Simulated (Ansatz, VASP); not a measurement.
# Two plane-wave programs on Be16CO

The input INCAR:

```
SYSTEM = Be16CO
ALGO = Normal ; DIPOL = 0.5 0.5 0.314
EDIFF = 1E-7 ; ENCUT = 520
GGA = PE ; IDIPOL = 3
ISIF = 2 ; ISMEAR = 0
LASPH = .True. ; LCHARG = .True.
LDIPOL = .True. ; LELF = .True.
LREAL = Auto ; LVACPOTAV = .True.
LVHAR = .True. ; LWAVE = .False.
NBANDS = 36 ; NELM = 100
PREC = Accurate ; SIGMA = 0.1
```

File KPOINTS:

```
k-points
0
Gamma
  6 6 1
  0 0 0
```

POSCAR

```
Be16CO
1.0
    4.5254381410      0.0000000000      0.0000000000
   -2.2627190705      3.9191443934      0.0000000000
    0.0000000000      0.0000000000     23.4761687145
Be C O
16 1 1
Direct
    0.3333333333      0.1666666667      0.1703855535
    0.3333333333      0.6666666667      0.1703855535
    0.8333333333      0.1666666667      0.1703855535
    0.8333333333      0.6666666667      0.1703855535
    0.1666666667      0.3333333333      0.2463521558
    0.1666666667      0.8333333333      0.2463521558
    0.6666666667      0.3333333333      0.2463521558
    0.6666666667      0.8333333333      0.2463521558
    0.3333333333      0.1666666667      0.3241941575
    0.3333333333      0.6666666667      0.3241941575
    0.8333333333      0.1666666667      0.3241941575
    0.8333333333      0.6666666667      0.3241941575
    0.1666666667      0.3333333333      0.4036505628
    0.1666666667      0.8333333333      0.4036505628
    0.6666666667      0.3333333333      0.4036505628
    0.6666666667      0.8333333333      0.4036505628
    0.1666666667      0.3333333333      0.5301618363
    0.3096154644      0.1903845356      0.5429505539
```

Input for Ansatz:

```yaml
crystal:
  lattice:
    - [4.525438141, 0.0, 0.0]
    - [-2.2627190705, 3.9191443934, 0.0]
    - [0.0, 0.0, 23.4761687145]
  atoms:
    - { symbol: Be, position: [0.3333333333, 0.1666666667, 0.1703855535] }
    - { symbol: Be, position: [0.3333333333, 0.6666666667, 0.1703855535] }
    - { symbol: Be, position: [0.8333333333, 0.1666666667, 0.1703855535] }
    - { symbol: Be, position: [0.8333333333, 0.6666666667, 0.1703855535] }
    - { symbol: Be, position: [0.1666666667, 0.3333333333, 0.2463521558] }
    - { symbol: Be, position: [0.1666666667, 0.8333333333, 0.2463521558] }
    - { symbol: Be, position: [0.6666666667, 0.3333333333, 0.2463521558] }
    - { symbol: Be, position: [0.6666666667, 0.8333333333, 0.2463521558] }
    - { symbol: Be, position: [0.3333333333, 0.1666666667, 0.3241941575] }
    - { symbol: Be, position: [0.3333333333, 0.6666666667, 0.3241941575] }
    - { symbol: Be, position: [0.8333333333, 0.1666666667, 0.3241941575] }
    - { symbol: Be, position: [0.8333333333, 0.6666666667, 0.3241941575] }
    - { symbol: Be, position: [0.1666666667, 0.3333333333, 0.4036505628] }
    - { symbol: Be, position: [0.1666666667, 0.8333333333, 0.4036505628] }
    - { symbol: Be, position: [0.6666666667, 0.3333333333, 0.4036505628] }
    - { symbol: Be, position: [0.6666666667, 0.8333333333, 0.4036505628] }
    - { symbol: C, position: [0.1666666667, 0.3333333333, 0.5301618363] }
    - { symbol: O, position: [0.3096154644, 0.1903845356, 0.5429505539] }
basis:
  ecutwfc: 420
kpoints:
  mp_grid: { grid: [6, 6, 1] }
hamiltonian:
  xc: pbe
scf:
  occupations: { method: gaussian, width: 0.1 }
output:
  forces: true
  eigenvalues: true
efield:
  axis: 3
  dipole_correction: true
  ramp_width: 0.04
```

Alike in both runs: task single point; functional PBE; k mesh 6 × 6 × 1; occupations gaussian, width 0.1 eV; no spin polarisation.

```csv
,VASP,Ansatz
version,VASP 6.6.1,Ansatz 0.2.0
potentials or method,"VASP PAW PBE potentials, release 64 (Be, C, O), cutoff 520 eV","scalar-relativistic, plane waves, PAW"
valence electrons in the cell,42,42
```

```tsv
	VASP	Ansatz	Ansatz less VASP
gap on the k mesh at the Fermi level (eV)	none	none	-
rms of the force components (eV/Å)	0.314	0.461	+0.1476
work function, face that differs most (eV)	5.26	5.25	-0.010
```

Atom by atom the forces differ by 0.153 eV/Å (rms over components). A gap of «none» marks a metal or a gap that the smearing closes.

Noted on VASP's run: the standard files for N, O and F lose accuracy on very short bonds.
